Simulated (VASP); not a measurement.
MgO: single point with PBE

The system is MgO.

```
CELL_PARAMETERS angstrom
3.11650 0.00000 0.00000
-1.55825 2.69897 0.00000
0.00000 0.00000 9.67280
ATOMIC_POSITIONS crystal
Mg 0.33333 0.66667 0.96949
Mg 0.00000 0.00000 0.22082
Mg 0.00000 0.00000 0.72082
Mg 0.66667 0.33333 0.46949
O 0.33333 0.66667 0.78004
O 0.00000 0.00000 0.52964
O 0.00000 0.00000 0.02964
O 0.66667 0.33333 0.28004
```

| Item | Value |
| --- | --- |
| Program | VASP 6.6.1 |
| Task | single point |
| Functional | PBE |
| Potentials or basis | VASP PAW PBE potentials, release 64 (Mg, O) |
| Cutoff | 520 eV |
| k mesh | 9 × 9 × 2 |
| Occupations | gaussian, width 0.05 eV |
| Spin | no spin polarisation |

```yaml
Pressure: 30.9 GPa
Largest_force: 0.765 eV/Å
Band_gap_on_the_k_mesh: 4.46 eV, direct
```

Forces in eV/Å, atoms in the order of the input:
```
Mg   0.000  0.000  0.727
Mg   0.000  0.000  0.678
Mg   0.000  0.000  0.678
Mg   0.000  0.000  0.727
O    0.000  0.000 -0.765
O    0.000  0.000 -0.640
O    0.000  0.000 -0.640
O    0.000  0.000 -0.765
```

Stress tensor (GPa, compression positive):
```
27.13  0.00  0.00
 0.00 27.13  0.00
 0.00  0.00 38.53
```

Levels at points of the mesh, in eV from the valence-band top:
| k point | band 13 | band 14 | band 15 | band 16 | band 17 | band 18 | band 19 | band 20 |
| --- | --- | --- | --- | --- | --- | --- | --- | --- |
| (0.00, 0.00, 0.00) | -0.38 | -0.26 | -0.26 | 0.00 | 4.46 | 6.89 | 7.05 | 9.70 |
| (0.00, 0.00, 0.50) | -0.30 | -0.30 | -0.30 | -0.30 | 5.33 | 5.33 | 8.60 | 8.60 |

Wall time 19 s on 1 thread of Intel(R) Xeon(R) 6975P-C (Granite Rapids), on a shared host, peak memory 0.2 GiB.

A hybrid or GW would open this gap; PBE tends to underestimate it.
